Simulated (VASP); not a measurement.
Input of a VASP 6.6.1 run:

The input INCAR:

```
PREC = Accurate
ENCUT = 520
EDIFF = 1E-7
ISMEAR = 0
SIGMA = 0.1
LREAL = F
LASPH = T
NELM = 60
ALGO = Normal
ISIF = 2
LWAVE = F
LCHARG = F
GGA = PS
NBANDS = 18
```

KPOINTS

```
Automatic mesh
0
Gamma
  6 6 6
```

The input POSCAR:

```
CdAu
1.0
    3.3195109704      0.0000000000      0.0000000000
    0.0000000000      3.3195109704      0.0000000000
    0.0000000000      0.0000000000      3.3195109704
Cd Au
1 1
Direct
    0.0000000000      0.0000000000      0.0000000000
    0.5000000000      0.5000000000      0.5000000000
```

Potentials or basis: VASP PAW PBE potentials, release 64 (Cd, Au).

Launch:

```console
$ cat potpaw_PBE.64/Cd/POTCAR potpaw_PBE.64/Au/POTCAR > POTCAR
$ mpirun -np 1 vasp_std > vasp.out
```

Question: Estimate the pressure.

Answer: 0.5 GPa.

Caveat: the PAW data sets were made with another functional, which shifts forces and pressure a little.
